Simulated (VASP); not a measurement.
# AlNi (Pm-3m) in VASP: notebook

Aim: see how the results for AlNi move with the level of theory and the settings. Levels: PBEsol-based global hybrid with 25 % exact exchange, BLYP+D4, PBE. Tasks: single point.

Everything below comes from runs of VASP 6.6.1. Logs are shortened: lines on timing, memory, paths and dates and some standing lists are left out, and cuts for length are marked.

## Step 1: The cell of the first run

It takes space group Pm-3m (No. 221, cubic). The conventional cell has a = 2.881 Å, b = 2.881 Å, c = 2.881 Å, α = 90.00°, β = 90.00°, γ = 90.00°. Ni (site symmetry m-3m) has 8 Al at 2.50 Å and 6 Ni at 2.88 Å within 3.3 Å. Al (site symmetry m-3m) has 8 Ni at 2.50 Å and 6 Al at 2.88 Å within 3.3 Å.

## Step 2: Single point, PBEsol-based global hybrid with 25 % exact exchange, collinear spin, ferromagnetic start

POSCAR reads:

```
AlNi
1.0
    2.8810000000      0.0000000000      0.0000000000
    0.0000000000      2.8810000000      0.0000000000
    0.0000000000      0.0000000000      2.8810000000
Ni Al
1 1
Direct
    0.5000000000      0.5000000000      0.5000000000
    0.0000000000      0.0000000000      0.0000000000
```

INCAR.step1 reads:

```
ALGO = Normal ; EDIFF = 1E-5
ENCUT = 520 ; GGA = PE
ISIF = 2 ; ISMEAR = -1
ISPIN = 2 ; LASPH = T
LCHARG = F ; LMAXMIX = 4
LORBIT = 11 ; LREAL = F
LWAVE = T ; MAGMOM = 1 0
NBANDS = 18 ; NELM = 150
PREC = Accurate ; SIGMA = 0.05
```

INCAR.step2 reads:

```
AEXX = 0.25 ; ALGO = Normal
EDIFF = 1E-6 ; ENCUT = 520
GGA = PS ; ISIF = 2
ISMEAR = -1 ; ISPIN = 2
ISTART = 1 ; LASPH = T
LCHARG = F ; LHFCALC = T
LMAXMIX = 4 ; LORBIT = 11
LREAL = F ; LWAVE = F
MAGMOM = 1 0 ; NBANDS = 18
NELM = 150 ; PREC = Accurate
PRECFOCK = Normal ; SIGMA = 0.05
```

KPOINTS reads:

```
k-points
0
Gamma
  5 5 5
```

Potentials or basis: VASP PAW PBE potentials, release 64 (Ni, Al).

The run is started by

```console
$ cat potpaw_PBE.64/Ni/POTCAR potpaw_PBE.64/Al/POTCAR > POTCAR
$ cp INCAR.step1 INCAR
$ mpirun -np 1 vasp_std > vasp.out
$ cp INCAR.step2 INCAR
$ mpirun -np 1 vasp_std > vasp.out
```

OUTCAR:

```text
AEXX = 0.25
   EDIFF = 1E-6
   ENCUT = 520
   GGA = PS
   ISIF = 2
   ISMEAR = -1
   ISPIN = 2
   ISTART = 1
   LASPH = T
   LHFCALC = T
   LORBIT = 11
   LREAL = F
   NELM = 150
   PREC = Accurate
   PRECFOCK = Normal

 ion  position               nearest neighbor table
   1  0.500  0.500  0.500-   2 2.50   2 2.50   2 2.50   2 2.50   2 2.50   2 2.50   2 2.50   2 2.50

   2  0.000  0.000  0.000-   1 2.50   1 2.50   1 2.50   1 2.50   1 2.50   1 2.50   1 2.50   1 2.50

  LATTYP: Found a simple cubic cell.
 ALAT       =     2.8810000000

  Lattice vectors:

 A1 = (   2.8810000000,   0.0000000000,   0.0000000000)
 A2 = (   0.0000000000,   2.8810000000,   0.0000000000)
 A3 = (   0.0000000000,   0.0000000000,   2.8810000000)

Analysis of symmetry for initial positions (statically):
=====================================================================
 Subroutine PRICEL returns:
 Original cell was already a primitive cell.

 Routine SETGRP: Setting up the symmetry group for a
 simple cubic supercell.

 Subroutine GETGRP returns: Found 48 space group operations
 (whereof 48 operations were pure point group operations)
 out of a pool of 48 trial point group operations.

The static configuration has the point symmetry O_h .

Analysis of symmetry for dynamics (positions and initial velocities):
=====================================================================
 Subroutine PRICEL returns:
 Original cell was already a primitive cell.

 Routine SETGRP: Setting up the symmetry group for a
 simple cubic supercell.

 Subroutine GETGRP returns: Found 48 space group operations
 (whereof 48 operations were pure point group operations)
 out of a pool of 48 trial point group operations.

The dynamic configuration has the point symmetry O_h .

Analysis of structural, dynamic, and magnetic symmetry:
=====================================================================
 Subroutine PRICEL returns:
 Original cell was already a primitive cell.

 Routine SETGRP: Setting up the symmetry group for a
 simple cubic supercell.

 Subroutine GETGRP returns: Found 48 space group operations
 (whereof 48 operations were pure point group operations)
 out of a pool of 48 trial point group operations.

The overall configuration has the point symmetry O_h .

 Subroutine INISYM returns: Found 48 space group operations
 (whereof 48 operations are pure point group operations),
 and found     1 'primitive' translations

----------------------------------------------------------------------------------------

                                     Primitive cell

  volume of cell :      23.9128

  direct lattice vectors                    reciprocal lattice vectors
     2.881000000  0.000000000  0.000000000     0.347101701  0.000000000  0.000000000
     0.000000000  2.881000000  0.000000000     0.000000000  0.347101701  0.000000000
     0.000000000  0.000000000  2.881000000     0.000000000  0.000000000  0.347101701

  length of vectors
     2.881000000  2.881000000  2.881000000     0.347101701  0.347101701  0.347101701

  position of ions in fractional coordinates (direct lattice)
     0.500000000  0.500000000  0.500000000
     0.000000000  0.000000000  0.000000000

  ion indices of the primitive-cell ions
   primitive index   ion index
                 1           1
                 2           2

----------------------------------------------------------------------------------------

 KPOINTS: k-points

Automatic generation of k-mesh.
 Grid dimensions read from file:
 generate k-points for:    5    5    5

 Generating k-lattice:

  Cartesian coordinates                     Fractional coordinates (reciprocal lattice)
     0.069420340  0.000000000  0.000000000     0.200000000  0.000000000  0.000000000
     0.000000000  0.069420340  0.000000000     0.000000000  0.200000000  0.000000000
     0.000000000  0.000000000  0.069420340     0.000000000  0.000000000  0.200000000

  Length of vectors
     0.069420340  0.069420340  0.069420340

  Shift w.r.t. Gamma in fractional coordinates (k-lattice)
     0.000000000  0.000000000  0.000000000

 Subroutine IBZKPT returns following result:
 ===========================================

 Found     10 irreducible k-points:

 Following reciprocal coordinates:
            Coordinates               Weight
  0.000000  0.000000  0.000000      1.000000
  0.200000  0.000000  0.000000      6.000000
  0.400000  0.000000  0.000000      6.000000
  0.200000  0.200000  0.000000     12.000000
  0.400000  0.200000  0.000000     24.000000
  0.400000  0.400000  0.000000     12.000000
  0.200000  0.200000  0.200000      8.000000
  0.400000  0.200000  0.200000     24.000000
  0.400000  0.400000  0.200000     24.000000
  0.400000  0.400000  0.400000      8.000000
   k-points           NKPTS =     10   k-points in BZ     NKDIM =    125   number of bands    NBANDS=     18
   number of dos      NEDOS =    301   number of ions     NIONS =      2
   total plane-waves  NPLWV =  13824
   dimension x,y,z NGX =    24 NGY =   24 NGZ =   24
   dimension x,y,z NGXF=    48 NGYF=   48 NGZF=   48
   ions per type =               1   1
   NGX,Y,Z   is equivalent  to a cutoff of  13.85, 13.85, 13.85 a.u.
   NGXF,Y,Z  is equivalent  to a cutoff of  27.70, 27.70, 27.70 a.u.
 SYSTEM =  unknown system
   PREC   = accura    normal or accurate (medium, high low for compatibility)
   ISTART =      1    job   : 0-new  1-cont  2-samecut
   ICHARG =      0    charge: 1-file 2-atom 10-const
   ISPIN  =      2    spin polarized calculation?
   LNONCOLLINEAR =      F non collinear calculations
   LSORBIT =      F    spin-orbit coupling
   LASPH  =      T    aspherical Exc in radial PAW
   ENCUT  =  520.0 eV  38.22 Ry    6.18 a.u.   5.36  5.36  5.36*2*pi/ulx,y,z
   NELM   =    150;   NELMIN=  2; NELMDL=  0     # of ELM steps
   EDIFF  = 0.1E-05   stopping-criterion for ELM
   LREAL  =      F    real-space projection
   EDIFFG = 0.1E-04   stopping-criterion for IOM
   NSW    =      0    number of steps for IOM
   IBRION =     -1    ionic relax: 0-MD 1-quasi-New 2-CG
   NFREE  =      0    steps in history (QN), initial steepest desc. (CG)
   ISIF   =      2    stress and relaxation
   ISYM   =      3    0-nonsym 1-usesym 2-fastsym
   POTIM  = 0.5000    time-step for ionic-motion
   TEBEG  =    0.0;   TEEND  =   0.0 temperature during run
[... 21 lines left out ...]
   NKREDZ  =     1    reduce k-point grid by
   AEXX    =    0.2500 exact exchange contribution
   HFSCREEN=    0.0000 screening length (either q_TF or 0.3 A-1)
   HFSCREENC=   0.0000 screening length for correlation (either q_TF or 0.3 A-1)
   ENCUTFOCK=  -1.0 apply spherical cutoff to Coloumb kernel
   IVDW    =     0    specifies the selected vdW correction
   LEPSILON=     F    determine dielectric tensor
   LRPA    =     F    only Hartree local field effects (RPA)
 spin polarized calculation
  energy-cutoff  :      520.00
  volume of cell :       23.91
 maximum number of plane-waves:       657
 NGX is ok and might be reduce to    24
  NGX = 18; NGY = 18; NGZ = 18

 number of electron      13.0000015 magnetization       0.0559177

 Free energy of the ion-electron system (eV)
  ---------------------------------------------------
  ext. energy  EPLUGINS =         0.00000000
  ---------------------------------------------------
  free energy    TOTEN  =       -13.47450445 eV

  energy without entropy =      -13.46867510  energy(sigma->0) =      -13.47158978

 E-fermi :   9.2941     XC(G=0):  -9.5136

 val. band max:        9.2497014869   @ k =   0.4000   0.2000   0.2000
 cond. band min:       9.8040053253   @ k =   0.4000   0.4000   0.2000
 fundamental gap:      0.5543038384
 Fermi energy:         9.2941485576

 spin component 1

 k-point     1 :       0.0000    0.0000    0.0000
  band No.  band energies     occupation
      1      -3.2083      1.00000
      2       4.9311      1.00000
      3       4.9311      1.00000
      4       6.8847      1.00000
      5       6.8847      1.00000
      6       6.8847      1.00000
[... 10 lines left out ...]
     17      34.7475      0.00000
     18      34.7475      0.00000

 k-point     2 :       0.2000    0.0000    0.0000
  band No.  band energies     occupation
      1      -2.3914      1.00000
      2       4.8388      1.00000
      3       5.0946      1.00000
      4       6.5863      1.00000
      5       6.5863      1.00000
      6       6.9156      1.00000
[... 10 lines left out ...]
     17      32.6252      0.00000
     18      36.4524      0.00000

 k-point     3 :       0.4000    0.0000    0.0000
  band No.  band energies     occupation
      1      -0.0466      1.00000
      2       3.2132      1.00000
      3       5.3756      1.00000
      4       6.1614      1.00000
      5       6.1614      1.00000
      6       6.9659      1.00000
[... 118 lines left out ...]
 k-point     9 :       0.4000    0.4000    0.2000
  band No.  band energies     occupation
      1       2.7453      1.00000
      2       4.6243      1.00000
      3       4.9538      1.00000
      4       5.8534      1.00000
      5       6.8878      1.00000
      6       7.2023      1.00000
[... 10 lines left out ...]
     17      35.2253      0.00000
     18      40.4570      0.00000

 k-point    10 :       0.4000    0.4000    0.4000
  band No.  band energies     occupation
      1       3.6191      1.00000
      2       4.3663      1.00000
      3       4.3663      1.00000
      4       7.0763      1.00000
      5       7.0763      1.00000
      6       8.6964      0.99999
[... 10 lines left out ...]
     17      40.6738      0.00000
     18      41.1061      0.00000
 Fermi energy:         9.2941485576

 spin component 2

 k-point     1 :       0.0000    0.0000    0.0000
  band No.  band energies     occupation
      1      -3.2075      1.00000
      2       5.0876      1.00000
      3       5.0876      1.00000
      4       6.9537      1.00000
      5       6.9537      1.00000
      6       6.9537      1.00000
[... 10 lines left out ...]
     17      34.7385      0.00000
     18      34.7385      0.00000

 k-point     2 :       0.2000    0.0000    0.0000
  band No.  band energies     occupation
      1      -2.3903      1.00000
      2       4.9705      1.00000
      3       5.2570      1.00000
      4       6.6522      1.00000
      5       6.6522      1.00000
      6       6.9851      1.00000
[... 10 lines left out ...]
     17      32.6296      0.00000
     18      36.4516      0.00000

 k-point     3 :       0.4000    0.0000    0.0000
  band No.  band energies     occupation
      1      -0.0433      1.00000
      2       3.2414      1.00000
      3       5.5487      1.00000
      4       6.2244      1.00000
      5       6.2244      1.00000
      6       7.0362      1.00000
[... 118 lines left out ...]
 k-point     9 :       0.4000    0.4000    0.2000
  band No.  band energies     occupation
      1       2.7602      1.00000
      2       4.6660      1.00000
      3       4.9932      1.00000
      4       5.9837      1.00000
      5       7.0632      1.00000
      6       7.2778      1.00000
[... 10 lines left out ...]
     17      35.2248      0.00000
     18      40.4621      0.00000

 k-point    10 :       0.4000    0.4000    0.4000
  band No.  band energies     occupation
      1       3.6455      1.00000
      2       4.4049      1.00000
      3       4.4049      1.00000
      4       7.2964      1.00000
      5       7.2964      1.00000
      6       8.7129      0.99999
[... 10 lines left out ...]
     17      40.6702      0.00000
     18      41.1094      0.00000

------------------------ aborting loop because EDIFF is reached ----------------------------------------

  FORCE on cell =-STRESS in cart. coord.  units (eV):
  Direction    XX          YY          ZZ          XY          YZ          ZX
  --------------------------------------------------------------------------------------
  -------------------------------------------------------------------------------------
  Total       -0.8721597     -0.8721597     -0.8721597     -0.0000000     -0.0000000     -0.0000000
  in kB      -58.4355046    -58.4355046    -58.4355046     -0.0000000     -0.0000000     -0.0000000
  external PRESSURE =     -58.4355046 kB  Pullay stress =       0.0000000 kB

 VOLUME and BASIS-vectors are now :
 -----------------------------------------------------------------------------
  energy-cutoff  :      520.00
  volume of cell :       23.91
      direct lattice vectors                 reciprocal lattice vectors
     2.881000000  0.000000000  0.000000000     0.347101701  0.000000000  0.000000000
     0.000000000  2.881000000  0.000000000     0.000000000  0.347101701  0.000000000
     0.000000000  0.000000000  2.881000000     0.000000000  0.000000000  0.347101701

 POSITION                                       TOTAL-FORCE (eV/Angst)
 -----------------------------------------------------------------------------------
      1.44050      1.44050      1.44050         0.000000      0.000000      0.000000
      0.00000      0.00000      0.00000         0.000000      0.000000      0.000000
 -----------------------------------------------------------------------------------
    total drift:                                0.000000      0.000000     -0.000000

  FREE ENERGIE OF THE ION-ELECTRON SYSTEM (eV)
  ---------------------------------------------------
  free  energy   TOTEN  =       -13.4745044514 eV

  energy  without entropy=      -13.4686750993  energy(sigma->0) =      -13.47158978

 total charge

# of ion       s       p       d       tot
------------------------------------------
    1        0.470   0.495   8.610   9.575
    2        0.447   0.420   0.000   0.866
--------------------------------------------------
tot          0.917   0.914   8.610  10.441

 magnetization (x)

# of ion       s       p       d       tot
------------------------------------------
    1        0.002  -0.001   0.056   0.058
    2        0.001   0.001   0.000   0.002
--------------------------------------------------
tot          0.003   0.000   0.056   0.060
```

Wall time 14 min (1 thread of Intel Xeon Platinum 8259CL at 2.50GHz (Skylake/Cascade Lake), shared host); peak memory 0.16 GiB.

Results:

```
Free energy                                           : -13.4745 eV
Pressure                                              : -5.8 GPa
Net moment                                            : 0.06 μB per cell
Site moments                                          : Ni +0.06; Al +0.00 μB
Valence electrons inside the program's atomic spheres : Ni 9.57; Al 0.87
```

Caveat: the k points lie up to 0.44 Å⁻¹ apart; the PAW data sets were made with another functional, which shifts forces and pressure a little.

## Step 3: Single point, BLYP+D4, collinear spin, ferromagnetic start

This run uses another cell than the first one, of 11.61 Å³/atom.

INCAR reads:

```
SYSTEM = AlNi
  PREC = Accurate
  ENCUT = 520
  EDIFF = 1E-7
  ISMEAR = -1
  SIGMA = 0.05
  LREAL = .FALSE.
  LASPH = .TRUE.
  NELM = 150
  ALGO = Normal
  ISIF = 2
  LWAVE = .FALSE.
  LCHARG = .TRUE.
  ISPIN = 2
  MAGMOM = 1 0
  LORBIT = 11
  LMAXMIX = 4
  GGA = B5
  ALDAX = 1.0
  AGGAX = 1.0
  AGGAC = 1.0
  ALDAC = 0.0
  IVDW = 13
  VDW_S6 = 1.0
  VDW_S8 = 2.34076671
  VDW_A1 = 0.44488865
  VDW_A2 = 4.0933009
  LELF = .TRUE.
  LVHAR = .TRUE.
  NBANDS = 18
```

KPOINTS reads:

```
Automatic mesh
0
G
  9 9 9
  0 0 0
```

POSCAR reads:

```
AlNi
1.0
    2.8531156869      0.0000000000      0.0000000000
    0.0000000000      2.8531156869      0.0000000000
    0.0000000000      0.0000000000      2.8531156869
Ni Al
1 1
Direct
    0.5000000000      0.5000000000      0.5000000000
    0.0000000000      0.0000000000      0.0000000000
```

Potentials or basis: VASP PAW PBE potentials, release 64 (Ni, Al).

The run is started by

```console
$ cat potpaw_PBE.64/Ni/POTCAR potpaw_PBE.64/Al/POTCAR > POTCAR
$ mpirun -np 1 vasp_std > vasp.out
```

Run time: 44 s. Hardware: 1 thread of Intel Xeon 8259CL, shared host; peak memory 0.16 GiB.

The run converged. Its results:

```
Free energy                                           : -10.2838 eV
Pressure                                              : 0.3 GPa
Net moment                                            : 0.00 μB per cell
Valence electrons inside the program's atomic spheres : Ni 9.57; Al 0.81
Dispersion energy per atom                            : -0.875 eV
```

Levels at points of the mesh, in eV from the Fermi level:
Spin up:
| k point | band 2 | band 3 | band 4 | band 5 | band 6 | band 7 | band 8 | band 9 | band 10 | band 11 |
| --- | --- | --- | --- | --- | --- | --- | --- | --- | --- | --- |
| (0.00, 0.00, 0.00) | -3.39 | -3.39 | -1.67 | -1.67 | -1.67 | 5.61 | 5.61 | 5.61 | 8.39 | 8.39 |
Spin down:
| k point | band 3 | band 4 | band 5 | band 6 | band 7 | band 8 | band 9 | band 10 |
| --- | --- | --- | --- | --- | --- | --- | --- | --- |
| (0.00, 0.00, 0.00) | -3.39 | -1.67 | -1.67 | -1.67 | 5.61 | 5.61 | 5.61 | 8.39 |

Caveat: the PAW data sets were made with another functional, which shifts forces and pressure a little.

## Step 4: Single point, PBE, collinear spin, ferromagnetic start

INCAR reads:

```
PREC = Accurate
ENCUT = 520
EDIFF = 1E-7
ISMEAR = 0
SIGMA = 0.027000000000000003
LREAL = F
LASPH = T
NELM = 150
ALGO = Normal
ISIF = 2
LWAVE = F
LCHARG = F
ISPIN = 2
MAGMOM = 1 0
LORBIT = 11
LMAXMIX = 4
GGA = PE
NBANDS = 18
```

KPOINTS reads:

```
Automatic mesh
0
Gamma
  9 9 9
```

POSCAR reads:

```
AlNi
1.0
    2.8810000000      0.0000000000      0.0000000000
    0.0000000000      2.8810000000      0.0000000000
    0.0000000000      0.0000000000      2.8810000000
Ni Al
1 1
Direct
    0.5000000000      0.5000000000      0.5000000000
    0.0000000000      0.0000000000      0.0000000000
```

The run is started by

```console
$ cat potpaw_PBE.64/Ni/POTCAR potpaw_PBE.64/Al/POTCAR > POTCAR
$ mpirun -np 1 vasp_std > vasp.out
```

Wall time 33 s (1 thread of Intel Xeon 8259CL, shared host); peak memory 0.16 GiB.

It converged, with:

| Property | Result |
| --- | --- |
| Free energy | -10.5331 eV |
| Pressure | 1.9 GPa |
| Net moment | 0.00 μB per cell |
| Valence electrons inside the program's atomic spheres | Ni 9.46; Al 0.80 |

Levels at points of the mesh, in eV from the Fermi level:
Spin up:
| k point | band 4 | band 5 | band 6 | band 7 | band 8 | band 9 |
| --- | --- | --- | --- | --- | --- | --- |
| (0.00, 0.00, 0.00) | -1.56 | -1.56 | -1.56 | 5.49 | 5.49 | 5.49 |
Spin down:
| k point | band 4 | band 5 | band 6 | band 7 | band 8 | band 9 |
| --- | --- | --- | --- | --- | --- | --- |
| (0.00, 0.00, 0.00) | -1.56 | -1.56 | -1.56 | 5.49 | 5.49 | 5.49 |

## Step 5: Summary

```tsv
level	cell	k mesh	smearing	grid for exact exchange (PRECFOCK)	share of exact exchange	gap on the mesh (eV)	pressure (GPa)	moment (μB)
PBEsol-based global hybrid with 25 % exact exchange	a = 2.881 Å, 2 atoms	5 × 5 × 5	fermi-dirac 0.05 eV	Normal	0.25	none	-5.8	0.06
BLYP+D4	a = 2.853 Å, 2 atoms	9 × 9 × 9	fermi-dirac 0.05 eV	-	-	none	0.3	0.00
PBE	a = 2.881 Å, 2 atoms	9 × 9 × 9	gaussian 0.027 eV	-	-	none	1.9	0.00
```

Alike in all rows: task single point; potentials or basis VASP PAW PBE potentials, release 64 (Ni, Al); spin collinear, ferromagnetic start; cutoff (eV) 520.

Caveats: some runs use coarse meshes; the PAW data sets were made with another functional, which shifts forces and pressure a little (at least some runs).

Total energies depend on the potentials used, so only differences within one code and one set of settings carry meaning.
